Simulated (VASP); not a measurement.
# YS (Fm-3m) in VASP: a series of runs, part 2 of 2

VASP 6.6.1.

## (3) Single point, LDA

This run uses another cell than the first one, of 22.20 Å³/atom, 1.024 times its volume.

File INCAR:

```
SYSTEM = YS
PREC = Accurate ; ENCUT = 520
EDIFF = 1E-6 ; ISMEAR = 1
SIGMA = 0.15 ; LREAL = .False.
LASPH = .True. ; NELM = 80
ALGO = Normal ; ISIF = 2
LWAVE = .False. ; LCHARG = .False.
NBANDS = 16
```

File KPOINTS:

```
regular mesh
0
Gamma
  7 7 7
  0 0 0
```

File POSCAR:

```
YS
1.0
    0.0000000000      2.8105945312      2.8105945312
    2.8105945312      0.0000000000      2.8105945312
    2.8105945312      2.8105945312      0.0000000000
Y S
1 1
Direct
    0.5000000000      0.5000000000      0.5000000000
    0.0000000000      0.0000000000      0.0000000000
```

Potentials or basis: VASP PAW LDA potentials, release 64 (Y_sv, S).

Started as:

```bash
> cat potpaw_LDA.64/Y_sv/POTCAR potpaw_LDA.64/S/POTCAR > POTCAR
> mpirun -np 1 vasp_std > vasp.out
```

OUTCAR:

```text
SYSTEM = YS
   PREC = Accurate
   ENCUT = 520
   EDIFF = 1E-6
   ISMEAR = 1
   LREAL = .False.
   LASPH = .True.
   NELM = 80
   ISIF = 2

 ion  position               nearest neighbor table
   1  0.500  0.500  0.500-   2 2.81   2 2.81   2 2.81   2 2.81   2 2.81   2 2.81
   2  0.000  0.000  0.000-   1 2.81   1 2.81   1 2.81   1 2.81   1 2.81   1 2.81

  LATTYP: Found a face centered cubic cell.
 ALAT       =     5.6211890624

  Lattice vectors:

 A1 = (   0.0000000000,   2.8105945312,   2.8105945312)
 A2 = (   2.8105945312,   0.0000000000,   2.8105945312)
 A3 = (   2.8105945312,   2.8105945312,   0.0000000000)

Analysis of symmetry for initial positions (statically):
=====================================================================
 Subroutine PRICEL returns:
 Original cell was already a primitive cell.

 Routine SETGRP: Setting up the symmetry group for a
 face centered cubic supercell.

 Subroutine GETGRP returns: Found 48 space group operations
 (whereof 48 operations were pure point group operations)
 out of a pool of 48 trial point group operations.

The static configuration has the point symmetry O_h .

Analysis of symmetry for dynamics (positions and initial velocities):
=====================================================================
 Subroutine PRICEL returns:
 Original cell was already a primitive cell.

 Routine SETGRP: Setting up the symmetry group for a
 face centered cubic supercell.

 Subroutine GETGRP returns: Found 48 space group operations
 (whereof 48 operations were pure point group operations)
 out of a pool of 48 trial point group operations.

The dynamic configuration has the point symmetry O_h .

 Subroutine INISYM returns: Found 48 space group operations
 (whereof 48 operations are pure point group operations),
 and found     1 'primitive' translations

----------------------------------------------------------------------------------------

                                     Primitive cell

  volume of cell :      44.4043

  direct lattice vectors                    reciprocal lattice vectors
     0.000000000  2.810594531  2.810594531    -0.177898304  0.177898304  0.177898304
     2.810594531  0.000000000  2.810594531     0.177898304 -0.177898304  0.177898304
     2.810594531  2.810594531  0.000000000     0.177898304  0.177898304 -0.177898304

  length of vectors
     3.974780904  3.974780904  3.974780904     0.308128901  0.308128901  0.308128901

  position of ions in fractional coordinates (direct lattice)
     0.500000000  0.500000000  0.500000000
     0.000000000  0.000000000  0.000000000

  ion indices of the primitive-cell ions
   primitive index   ion index
                 1           1
                 2           2

----------------------------------------------------------------------------------------

 KPOINTS: regular mesh

Automatic generation of k-mesh.
 Grid dimensions read from file:
 generate k-points for:    7    7    7

 Generating k-lattice:

  Cartesian coordinates                     Fractional coordinates (reciprocal lattice)
    -0.025414043  0.025414043  0.025414043     0.142857143  0.000000000  0.000000000
     0.025414043 -0.025414043  0.025414043     0.000000000  0.142857143  0.000000000
     0.025414043  0.025414043 -0.025414043     0.000000000  0.000000000  0.142857143

  Length of vectors
     0.044018414  0.044018414  0.044018414

  Shift w.r.t. Gamma in fractional coordinates (k-lattice)
     0.000000000  0.000000000  0.000000000

 Subroutine IBZKPT returns following result:
 ===========================================

 Found     20 irreducible k-points:

 Following reciprocal coordinates:
            Coordinates               Weight
  0.000000  0.000000  0.000000      1.000000
  0.142857  0.000000  0.000000      8.000000
  0.285714  0.000000  0.000000      8.000000
  0.428571  0.000000  0.000000      8.000000
  0.142857  0.142857  0.000000      6.000000
  0.285714  0.142857  0.000000     24.000000
[... 12 lines left out ...]
 -0.428571  0.428571  0.142857     24.000000
 -0.285714  0.428571  0.142857     24.000000
   k-points           NKPTS =     20   k-points in BZ     NKDIM =     20   number of bands    NBANDS=     16
   number of dos      NEDOS =    301   number of ions     NIONS =      2
   total plane-waves  NPLWV =  27000
   dimension x,y,z NGX =    30 NGY =   30 NGZ =   30
   dimension x,y,z NGXF=    60 NGYF=   60 NGZF=   60
   ions per type =               1   1
   NGX,Y,Z   is equivalent  to a cutoff of  12.55, 12.55, 12.55 a.u.
   NGXF,Y,Z  is equivalent  to a cutoff of  25.10, 25.10, 25.10 a.u.
 SYSTEM =  YS
   PREC   = accura    normal or accurate (medium, high low for compatibility)
   ISTART =      0    job   : 0-new  1-cont  2-samecut
   ICHARG =      2    charge: 1-file 2-atom 10-const
   ISPIN  =      1    spin polarized calculation?
   LNONCOLLINEAR =      F non collinear calculations
   LSORBIT =      F    spin-orbit coupling
   LASPH  =      T    aspherical Exc in radial PAW
   ENCUT  =  520.0 eV  38.22 Ry    6.18 a.u.   7.39  7.39  7.39*2*pi/ulx,y,z
   NELM   =     80;   NELMIN=  2; NELMDL= -5     # of ELM steps
   EDIFF  = 0.1E-05   stopping-criterion for ELM
   LREAL  =      F    real-space projection
   EDIFFG = 0.1E-04   stopping-criterion for IOM
   NSW    =      0    number of steps for IOM
   IBRION =     -1    ionic relax: 0-MD 1-quasi-New 2-CG
   NFREE  =      0    steps in history (QN), initial steepest desc. (CG)
   ISIF   =      2    stress and relaxation
   ISYM   =      2    0-nonsym 1-usesym 2-fastsym
   POTIM  = 0.5000    time-step for ionic-motion
   TEBEG  =    0.0;   TEEND  =   0.0 temperature during run
   PSTRESS=    0.0 pullay stress
   NELECT =      17.0000    total number of electrons
   NUPDOWN=      -1.0000    fix difference up-down
   EMIN   =  10.00;   EMAX   =-10.00  energy-range for DOS
   EFERMI =   0.00;   METHOD = LEGACY
   ISMEAR =     1;   SIGMA  =   0.15  broadening in eV -4-tet -1-fermi 0-gaus
   EFERMI_NEDOS =   21; number of points for ismear=-14 and -15
   IALGO  =     38    algorithm
   IMIX   =      4    mixing-type and parameters
     AMIX     =   0.40;   BMIX     =  1.00
     AMIX_MAG =   1.60;   BMIX_MAG =  1.00
  volume/ion in A,a.u.               =      22.20       149.83
  Fermi-wavevector in a.u.,A,eV,Ry     =   1.188729  2.246373 19.226082  1.413077
  Thomas-Fermi vector in A             =   2.324852
   LORBIT       =      0    0 simple, 1 ext, 2 COOP (PROOUT), +10 PAW based schemes
   GGA     = CA    functional components
   LHFCALC =     F    Hartree Fock is set to
   AEXX    =    0.0000 exact exchange contribution
   IVDW    =     0    specifies the selected vdW correction
   LEPSILON=     F    determine dielectric tensor
   LRPA    =     F    only Hartree local field effects (RPA)
 non-spin polarized calculation
 Methfessel and Paxton  Order N= 1 SIGMA  =   0.15
  energy-cutoff  :      520.00
  volume of cell :       44.40
 maximum number of plane-waves:      1243
 NGX is ok and might be reduce to    30
   NGX = 15   NGY = 15   NGZ = 15

 number of electron      17.0000001 magnetization

 Free energy of the ion-electron system (eV)
  ---------------------------------------------------
  ext. energy  EPLUGINS =         0.00000000
  ---------------------------------------------------
  free energy    TOTEN  =       -15.88306597 eV

  energy without entropy =      -15.88231043  energy(sigma->0) =      -15.88281412

 E-fermi :   6.2740     XC(G=0): -10.4643

 val. band max:        6.1202159461   @ k =   0.1429   0.0000   0.0000
 cond. band min:       6.3149341679   @ k =   0.4286   0.1429   0.0000
 fundamental gap:      0.1947182217
 Fermi energy:         6.2740439585

 k-point     1 :       0.0000    0.0000    0.0000
  band No.  band energies     occupation
      1     -37.2214      2.00000
      2     -17.2748      2.00000
      3     -17.2748      2.00000
      4     -17.2748      2.00000
      5      -8.6577      2.00000
      6       2.7505      2.00000
[... 8 lines left out ...]
     15      12.8670      0.00000
     16      18.0935      0.00000
[... 343 lines left out ...]
 k-point    20 :      -0.2857    0.4286    0.1429
  band No.  band energies     occupation
      1     -37.1943      2.00000
      2     -17.4576      2.00000
      3     -17.4555      2.00000
      4     -17.3643      2.00000
      5      -7.8362      2.00000
      6       0.6077      2.00000
[... 8 lines left out ...]
     15      13.3983      0.00000
     16      13.5967      0.00000

------------------------ aborting loop because EDIFF is reached ----------------------------------------

  FORCE on cell =-STRESS in cart. coord.  units (eV):
  Direction    XX          YY          ZZ          XY          YZ          ZX
  --------------------------------------------------------------------------------------
  -------------------------------------------------------------------------------------
  Total       -2.6487336     -2.6487336     -2.6487336      0.0000000      0.0000000      0.0000000
  in kB      -95.5705912    -95.5705912    -95.5705912      0.0000000      0.0000000      0.0000000
  external PRESSURE =     -95.5705912 kB  Pullay stress =       0.0000000 kB

 VOLUME and BASIS-vectors are now :
 -----------------------------------------------------------------------------
  energy-cutoff  :      520.00
  volume of cell :       44.40
      direct lattice vectors                 reciprocal lattice vectors
     0.000000000  2.810594531  2.810594531    -0.177898304  0.177898304  0.177898304
     2.810594531  0.000000000  2.810594531     0.177898304 -0.177898304  0.177898304
     2.810594531  2.810594531  0.000000000     0.177898304  0.177898304 -0.177898304

 POSITION                                       TOTAL-FORCE (eV/Angst)
 -----------------------------------------------------------------------------------
      2.81059      2.81059      2.81059         0.000000      0.000000      0.000000
      0.00000      0.00000      0.00000        -0.000000     -0.000000     -0.000000
 -----------------------------------------------------------------------------------
    total drift:                                0.000000     -0.000000      0.000000

  FREE ENERGIE OF THE ION-ELECTRON SYSTEM (eV)
  ---------------------------------------------------
  free  energy   TOTEN  =       -15.8830659732 eV

  energy  without entropy=      -15.8823104285  energy(sigma->0) =      -15.88281412
```

stdout:

```text
POSCAR found type information on POSCAR Y S
 POSCAR found :  2 types and       2 ions
 scaLAPACK will be used
 LDA part: xc-table for (Slater(with rela. corr.)+CA(PZ))
 , standard interpolation
 POSCAR, INCAR and KPOINTS ok, starting setup
 FFT: planning ... GRIDC
 FFT: planning ... GRID_SOFT
 FFT: planning ... GRID
 WAVECAR not read
 entering main loop
```

It took 18 s on 1 thread of Intel Xeon Platinum 8488C (Sapphire Rapids), shared host; peak memory 0.17 GiB.

What came out:

```yaml
Free_energy: -15.8831 eV
Pressure: -9.6 GPa
```

Levels at points of the mesh, in eV from the Fermi level:
```csv
k point,band 6,band 7,band 8,band 9,band 10,band 11,band 12,band 13
"(0.00, 0.00, 0.00)",-3.52,-3.52,-3.52,-0.31,-0.31,-0.31,0.46,0.46
```
